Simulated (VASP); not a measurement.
# ScAs2 (P-3m1) in VASP: single point with PBE

Aim: the single point of ScAs2 with PBE.

Everything below comes from runs of VASP 6.6.1. Logs are shortened: lines on timing, memory, paths and dates and some standing lists are left out, and cuts for length are marked.

### Step 1. The cell of the first run

The structure is trigonal, space group P-3m1 (No. 164). The conventional cell has a = 3.666 Å, b = 3.666 Å, c = 6.215 Å, α = 90.00°, β = 90.00°, γ = 120.00°. Within 3.3 Å of Sc (site symmetry -3m) lie 6 As at 2.51 Å. As (site symmetry 3m) has 3 Sc at 2.51 Å within 3.3 Å.

### Step 2. Single point, PBE

Contents of INCAR:

```
SYSTEM = ScAs2
PREC     = Accurate       ! precision mode
ENCUT    = 520            ! plane-wave cutoff, eV
EDIFF    = 1E-6           ! SCF threshold, eV
ISMEAR   = 0              ! smearing method
SIGMA    = 0.1            ! smearing width, eV
LREAL    = .False.        ! projectors in reciprocal space
LASPH    = .True.         ! aspherical terms in the spheres
NELM     = 100            ! most SCF steps
ALGO     = Normal         ! electronic algorithm
ISIF     = 2              ! what is computed and relaxed
LWAVE    = .False.        ! write WAVECAR
LCHARG   = .True.         ! write CHGCAR
GGA      = PE             ! functional
LELF     = .True.         ! ELF
LVHAR    = .True.       
NBANDS   = 18             ! bands
```

Contents of KPOINTS:

```
regular mesh
0
Gamma
  6 6 4
  0 0 0
```

Contents of POSCAR:

```
ScAs2
1.0
    3.6663598300      0.0000000000      0.0000000000
   -1.8331799100      3.1751607500      0.0000000000
    0.0000000000      0.0000000000      6.2152600300
Sc As
1 2
Direct
    0.0000000000      0.0000000000      0.5000000000
    0.6666666700      0.3333333300      0.7175636900
    0.3333333300      0.6666666700      0.2824363100
```

Potentials or basis: VASP PAW PBE potentials, release 64 (Sc_sv, As).

Run with:

```console
$ cat potpaw_PBE.64/Sc_sv/POTCAR potpaw_PBE.64/As/POTCAR > POTCAR
$ mpirun -np 1 vasp_std > vasp.out
```

OUTCAR:

```text
SYSTEM = ScAs2
   PREC = Accurate
   ENCUT = 520
   EDIFF = 1E-6
   ISMEAR = 0
   LREAL = .False.
   LASPH = .True.
   NELM = 100
   ISIF = 2
   GGA = PE

 ion  position               nearest neighbor table
   1  0.000  0.000  0.500-   2 2.51   3 2.51   3 2.51   2 2.51   2 2.51   3 2.51
   2  0.667  0.333  0.718-   1 2.51   1 2.51   1 2.51
   3  0.333  0.667  0.282-   1 2.51   1 2.51   1 2.51

  LATTYP: Found a hexagonal cell.
 ALAT       =     3.6663598300
 C/A-ratio  =     1.6952127773

  Lattice vectors:

 A1 = (   3.6663598300,   0.0000000000,   0.0000000000)
 A2 = (  -1.8331799100,   3.1751607500,   0.0000000000)
 A3 = (   0.0000000000,   0.0000000000,   6.2152600300)

Analysis of symmetry for initial positions (statically):
=====================================================================
 Subroutine PRICEL returns:
 Original cell was already a primitive cell.

 Routine SETGRP: Setting up the symmetry group for a
 hexagonal supercell.

 Subroutine GETGRP returns: Found 12 space group operations
 (whereof 12 operations were pure point group operations)
 out of a pool of 24 trial point group operations.

The static configuration has the point symmetry D_3d.

Analysis of symmetry for dynamics (positions and initial velocities):
=====================================================================
 Subroutine PRICEL returns:
 Original cell was already a primitive cell.

 Routine SETGRP: Setting up the symmetry group for a
 hexagonal supercell.

 Subroutine GETGRP returns: Found 12 space group operations
 (whereof 12 operations were pure point group operations)
 out of a pool of 24 trial point group operations.

The dynamic configuration has the point symmetry D_3d.

 Subroutine INISYM returns: Found 12 space group operations
 (whereof 12 operations are pure point group operations),
 and found     1 'primitive' translations

----------------------------------------------------------------------------------------

                                     Primitive cell

  volume of cell :      72.3536

  direct lattice vectors                    reciprocal lattice vectors
     3.666359830  0.000000000  0.000000000     0.272750097  0.157472342  0.000000000
    -1.833179910  3.175160750  0.000000000     0.000000000  0.314944684  0.000000000
     0.000000000  0.000000000  6.215260030     0.000000000  0.000000000  0.160894314

  length of vectors
     3.666359830  3.666359826  6.215260030     0.314944684  0.314944684  0.160894314

  position of ions in fractional coordinates (direct lattice)
     0.000000000  0.000000000  0.500000000
     0.666666670  0.333333330  0.717563690
     0.333333330  0.666666670  0.282436310

  ion indices of the primitive-cell ions
   primitive index   ion index
                 1           1
                 2           2
                 3           3

----------------------------------------------------------------------------------------

 KPOINTS: regular mesh

Automatic generation of k-mesh.
 Grid dimensions read from file:
 generate k-points for:    6    6    4

 Generating k-lattice:

  Cartesian coordinates                     Fractional coordinates (reciprocal lattice)
     0.045458350  0.026245390  0.000000000     0.166666667  0.000000000  0.000000000
     0.000000000  0.052490781  0.000000000     0.000000000  0.166666667  0.000000000
     0.000000000  0.000000000  0.040223579     0.000000000  0.000000000  0.250000000

  Length of vectors
     0.052490781  0.052490781  0.040223579

  Shift w.r.t. Gamma in fractional coordinates (k-lattice)
     0.000000000  0.000000000  0.000000000

 Subroutine IBZKPT returns following result:
 ===========================================

 Found     24 irreducible k-points:

 Following reciprocal coordinates:
            Coordinates               Weight
  0.000000  0.000000  0.000000      1.000000
  0.166667 -0.000000  0.000000      6.000000
  0.333333 -0.000000  0.000000      6.000000
  0.500000  0.000000  0.000000      3.000000
  0.166667  0.166667  0.000000      6.000000
  0.333333  0.166667  0.000000     12.000000
[... 16 lines left out ...]
  0.333333  0.166667  0.500000     12.000000
  0.333333  0.333333  0.500000      2.000000
   k-points           NKPTS =     24   k-points in BZ     NKDIM =     24   number of bands    NBANDS=     18
   number of dos      NEDOS =    301   number of ions     NIONS =      3
   total plane-waves  NPLWV =  37632
   dimension x,y,z NGX =    28 NGY =   28 NGZ =   48
   dimension x,y,z NGXF=    56 NGYF=   56 NGZF=   96
   ions per type =               1   2
   NGX,Y,Z   is equivalent  to a cutoff of  12.70, 12.70, 12.84 a.u.
   NGXF,Y,Z  is equivalent  to a cutoff of  25.39, 25.39, 25.68 a.u.
 SYSTEM =  ScAs2
   PREC   = accura    normal or accurate (medium, high low for compatibility)
   ISTART =      0    job   : 0-new  1-cont  2-samecut
   ICHARG =      2    charge: 1-file 2-atom 10-const
   ISPIN  =      1    spin polarized calculation?
   LNONCOLLINEAR =      F non collinear calculations
   LSORBIT =      F    spin-orbit coupling
   LASPH  =      T    aspherical Exc in radial PAW
   ENCUT  =  520.0 eV  38.22 Ry    6.18 a.u.   6.82  6.82 11.56*2*pi/ulx,y,z
   NELM   =    100;   NELMIN=  2; NELMDL= -5     # of ELM steps
   EDIFF  = 0.1E-05   stopping-criterion for ELM
   LREAL  =      F    real-space projection
   EDIFFG = 0.1E-04   stopping-criterion for IOM
   NSW    =      0    number of steps for IOM
   IBRION =     -1    ionic relax: 0-MD 1-quasi-New 2-CG
   NFREE  =      0    steps in history (QN), initial steepest desc. (CG)
   ISIF   =      2    stress and relaxation
   ISYM   =      2    0-nonsym 1-usesym 2-fastsym
   POTIM  = 0.5000    time-step for ionic-motion
   TEBEG  =    0.0;   TEEND  =   0.0 temperature during run
   PSTRESS=    0.0 pullay stress
   NELECT =      21.0000    total number of electrons
   NUPDOWN=      -1.0000    fix difference up-down
   EMIN   =  10.00;   EMAX   =-10.00  energy-range for DOS
   EFERMI =   0.00;   METHOD = LEGACY
   ISMEAR =     0;   SIGMA  =   0.10  broadening in eV -4-tet -1-fermi 0-gaus
   EFERMI_NEDOS =   21; number of points for ismear=-14 and -15
   IALGO  =     38    algorithm
   IMIX   =      4    mixing-type and parameters
     AMIX     =   0.40;   BMIX     =  1.00
     AMIX_MAG =   1.60;   BMIX_MAG =  1.00
  volume/ion in A,a.u.               =      24.12       162.76
  Fermi-wavevector in a.u.,A,eV,Ry     =   1.083913  2.048299 15.985051  1.174868
  Thomas-Fermi vector in A             =   2.219991
   LORBIT       =      0    0 simple, 1 ext, 2 COOP (PROOUT), +10 PAW based schemes
   GGA     = PE    functional components
   LHFCALC =     F    Hartree Fock is set to
   AEXX    =    0.0000 exact exchange contribution
   IVDW    =     0    specifies the selected vdW correction
   LEPSILON=     F    determine dielectric tensor
   LRPA    =     F    only Hartree local field effects (RPA)
 non-spin polarized calculation
 Gauss-broadening in eV      SIGMA  =   0.10
  energy-cutoff  :      520.00
  volume of cell :       72.35
 maximum number of plane-waves:      1971
 NGX is ok and might be reduce to    28
   NGX = 13   NGY = 13   NGZ = 23

 number of electron      21.0000000 magnetization

 Free energy of the ion-electron system (eV)
  ---------------------------------------------------
  ext. energy  EPLUGINS =         0.00000000
  ---------------------------------------------------
  free energy    TOTEN  =       -15.12103230 eV

  energy without entropy =      -15.10047911  energy(sigma->0) =      -15.11075570

 E-fermi :   2.8177     XC(G=0):  -9.3155

 val. band max:        2.8110808784   @ k =   0.1667  -0.0000   0.2500
 cond. band min:       2.8265988060   @ k =   0.1667   0.1667   0.0000
 fundamental gap:      0.0155179276
 Fermi energy:         2.8176908225

 k-point     1 :       0.0000    0.0000    0.0000
  band No.  band energies     occupation
      1     -45.0845      2.00000
      2     -23.8888      2.00000
      3     -23.8072      2.00000
      4     -23.8072      2.00000
      5      -8.7024      2.00000
      6      -6.6580      2.00000
[... 10 lines left out ...]
     17       9.3970      0.00000
     18       9.3984      0.00000

 k-point     2 :       0.1667   -0.0000    0.0000
  band No.  band energies     occupation
      1     -45.0808      2.00000
      2     -23.8786      2.00000
      3     -23.8531      2.00000
      4     -23.8167      2.00000
      5      -8.3557      2.00000
      6      -6.6240      2.00000
[... 10 lines left out ...]
     17       9.1026      0.00000
     18      10.5531      0.00000

 k-point     3 :       0.3333   -0.0000    0.0000
  band No.  band energies     occupation
      1     -45.0735      2.00000
      2     -23.9444      2.00000
      3     -23.8569      2.00000
      4     -23.8355      2.00000
      5      -7.5067      2.00000
      6      -6.5863      2.00000
[... 10 lines left out ...]
     17       9.3707      0.00000
     18      10.4792      0.00000

 k-point     4 :       0.5000    0.0000    0.0000
  band No.  band energies     occupation
      1     -45.0698      2.00000
      2     -23.9888      2.00000
      3     -23.8463      2.00000
      4     -23.8449      2.00000
      5      -6.8386      2.00000
      6      -6.7006      2.00000
[... 375 lines left out ...]
      4     -23.8390      2.00000
      5      -7.5938      2.00000
      6      -6.8130      2.00000
[... 10 lines left out ...]
     17       8.3646      0.00000
     18      11.4406      0.00000

 k-point    23 :       0.3333    0.1667    0.5000
  band No.  band energies     occupation
      1     -45.0698      2.00000
      2     -23.9646      2.00000
      3     -23.8698      2.00000
      4     -23.8464      2.00000
      5      -6.8815      2.00000
      6      -6.6548      2.00000
[... 10 lines left out ...]
     17       9.2761      0.00000
     18      10.2773      0.00000

 k-point    24 :       0.3333    0.3333    0.5000
  band No.  band energies     occupation
      1     -45.0680      2.00000
      2     -23.9306      2.00000
      3     -23.9306      2.00000
      4     -23.8417      2.00000
      5      -6.6073      2.00000
      6      -6.6073      2.00000
[... 10 lines left out ...]
     17       8.7326      0.00000
     18      11.1923      0.00000

------------------------ aborting loop because EDIFF is reached ----------------------------------------

  FORCE on cell =-STRESS in cart. coord.  units (eV):
  Direction    XX          YY          ZZ          XY          YZ          ZX
  --------------------------------------------------------------------------------------
  -------------------------------------------------------------------------------------
  Total        5.9271318      5.9271318      4.0876743      0.0000000      0.0000000     -0.0000000
  in kB      131.2487160    131.2487158     90.5162936      0.0000002      0.0000000     -0.0000000
  external PRESSURE =     117.6712418 kB  Pullay stress =       0.0000000 kB

 VOLUME and BASIS-vectors are now :
 -----------------------------------------------------------------------------
  energy-cutoff  :      520.00
  volume of cell :       72.35
      direct lattice vectors                 reciprocal lattice vectors
     3.666359830  0.000000000  0.000000000     0.272750097  0.157472342  0.000000000
    -1.833179910  3.175160750  0.000000000     0.000000000  0.314944684  0.000000000
     0.000000000  0.000000000  6.215260030     0.000000000  0.000000000  0.160894314

 POSITION                                       TOTAL-FORCE (eV/Angst)
 -----------------------------------------------------------------------------------
      0.00000      0.00000      3.10763        -0.000000      0.000000      0.000000
      1.83318      1.05839      4.45984         0.000000      0.000000      1.766207
     -0.00000      2.11677      1.75542        -0.000000      0.000000     -1.766207
 -----------------------------------------------------------------------------------
    total drift:                                0.000000     -0.000000      0.000000

  FREE ENERGIE OF THE ION-ELECTRON SYSTEM (eV)
  ---------------------------------------------------
  free  energy   TOTEN  =       -15.1210322975 eV

  energy  without entropy=      -15.1004791090  energy(sigma->0) =      -15.11075570
```

It took 52 s on 1 thread of AMD EPYC 7R13, shared host; peak memory 0.17 GiB.

Results:

| Property | Result |
| --- | --- |
| Free energy | -15.1210 eV |
| Pressure | 11.8 GPa |
| Largest force | 1.766 eV/Å |

Forces in eV/Å, atoms in the order of the input:
```
Sc   0.000  0.000  0.000
As   0.000  0.000  1.766
As   0.000  0.000 -1.766
```

Levels at points of the mesh, in eV from the Fermi level:
| k point | band 6 | band 7 | band 8 | band 9 | band 10 | band 11 | band 12 | band 13 | band 14 | band 15 |
| --- | --- | --- | --- | --- | --- | --- | --- | --- | --- | --- |
| (0.00, 0.00, 0.00) | -9.48 | -3.66 | -1.15 | -1.15 | 1.85 | 2.24 | 2.24 | 2.69 | 2.69 | 3.38 |
| (0.50, 0.00, 0.00) | -9.52 | -3.76 | -2.22 | -1.05 | -0.71 | -0.69 | 0.13 | 2.58 | 3.91 | 4.12 |
| (0.00, 0.00, 0.50) | -9.85 | -2.42 | -1.13 | -1.13 | -0.36 | 2.13 | 2.13 | 2.67 | 2.67 | 4.06 |
| (0.50, 0.00, 0.50) | -9.42 | -3.90 | -2.77 | -0.83 | -0.80 | 0.32 | 0.51 | 2.21 | 3.91 | 4.12 |

Caveat: this functional lacks dispersion, which binds the layers, so the pressure and a relaxed spacing across them are unreliable; forces of over 1 eV/Å act on the atoms, so gaps and moduli don't describe the material at rest.
